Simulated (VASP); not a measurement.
Set up this calculation in VASP 6.6.1, as the native input.

```yaml
Task: electric field gradients
Functional: PBE
Potentials_or_basis: VASP PAW PBE potentials, release 64 (Zn, S)
Cutoff: 400 eV
k_mesh: 8 × 8 × 5
Occupations: fermi-dirac, width 0.03 eV
Spin: no spin polarisation
Dipole_correction: no
Further_INCAR_settings: ALGO = Normal; EDIFF = 1e-08; NBANDS = 26
```

The structure of ZnS lies in POSCAR:

```
ZnS
1.0
    3.9253287450      0.0000000000      0.0000000000
   -1.9626643725      3.3994344114      0.0000000000
    0.0000000000      0.0000000000      6.2340000000
Zn S
2 2
Direct
    0.3333333333      0.6666666667      0.0000000000
    0.6666666667      0.3333333333      0.5000000000
    0.3333333333      0.6666666667      0.3850000000
    0.6666666667      0.3333333333      0.8850000000
```

This cell differs from its parent crystal: equal xx and yy strain of +3 %.

The input as run:

INCAR

```
SYSTEM = ZnS
ALGO = Normal
EDIFF = 1E-8
ENCUT = 400
GGA = PE
GGA_COMPAT = .FALSE.
ISIF = 2
ISMEAR = -1
LASPH = .TRUE.
LCHARG = .FALSE.
LEFG = .TRUE.
LREAL = .FALSE.
LWAVE = .FALSE.
NBANDS = 26
NELM = 120
PREC = Accurate
SIGMA = 0.03
```

KPOINTS

```
k-points
0
G
  8 8 5
  0 0 0
```

Potentials or basis: VASP PAW PBE potentials, release 64 (Zn, S).

Run with:

```bash
$ cat potpaw_PBE.64/Zn/POTCAR potpaw_PBE.64/S/POTCAR > POTCAR
$ mpirun -np 1 vasp_std > vasp.out
```

Results of the run:

```yaml
Pressure: -2.0 GPa
Largest_force: 0.146 eV/Å
Band_gap_on_the_k_mesh: 1.92 eV
Largest_electric_field_gradient_by_atom: Zn +6.1; S -11.0 V/Å²
```

Caveat: the cell differs from its parent crystal (equal xx and yy strain of +3 %); without QUAD_EFG the Cq values of the log hold for a quadrupole moment of 1 mb, not for the nuclei.

It took 55 s on 1 thread of Intel Xeon 8259CL, on a shared host, peak memory 0.19 GiB.
